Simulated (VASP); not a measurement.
Here is a VASP 6.6.1 calculation.

File POSCAR:

```
C
1.0
    0.0000000000      1.7298980000      1.7834000000
    1.7298980000      0.0000000000      1.7834000000
    1.7298980000      1.7298980000      0.0000000000
C
2
Direct
    0.5000000000      0.5000000000      0.5000000000
    0.7500000000      0.7500000000      0.7500000000
```

INCAR.step1

```
SYSTEM = C
PREC = Accurate
ENCUT = 520
ISMEAR = 0
SIGMA = 0.05
LREAL = .False.
LASPH = .True.
NELM = 80
NBANDS = 11
GGA = PE
ALGO = Normal
EDIFF = 1E-4
LWAVE = .True.
LCHARG = .False.
```

The input INCAR.step2:

```
SYSTEM = C
PREC = Accurate
ENCUT = 520
EDIFF = 1E-6
ISMEAR = 0
SIGMA = 0.05
LREAL = .False.
LASPH = .True.
NELM = 80
ALGO = Normal
ISIF = 2
LWAVE = .False.
LCHARG = .False.
METAGGA = R2SCAN
LMIXTAU = .True.
NBANDS = 11
ISTART = 1
```

KPOINTS

```
regular mesh
0
Gamma
  12 12 12
  0 0 0
```

Potentials or basis: VASP PAW PBE potentials, release 64 (C).

Launch:

```bash
$ cat potpaw_PBE.64/C/POTCAR > POTCAR
$ cp INCAR.step1 INCAR
$ mpirun -np 1 vasp_std > vasp.out
$ cp INCAR.step2 INCAR
$ mpirun -np 1 vasp_std > vasp.out
```

Task: Estimate the band gap on the k mesh.

Result: 4.07 eV, indirect (least direct gap 5.70 eV).

Task: What does it give for the pressure?

Result: 29.0 GPa.

Stress tensor (GPa, compression positive):
```
40.05  0.00  0.00
 0.00 40.05  0.00
 0.00  0.00  6.99
```

Caveat: the cell differs from its parent crystal (strain -0.030 along x and y, +0.000 along z); the PAW data sets were made with another functional, which shifts forces and pressure a little. A k mesh can miss the band edges.
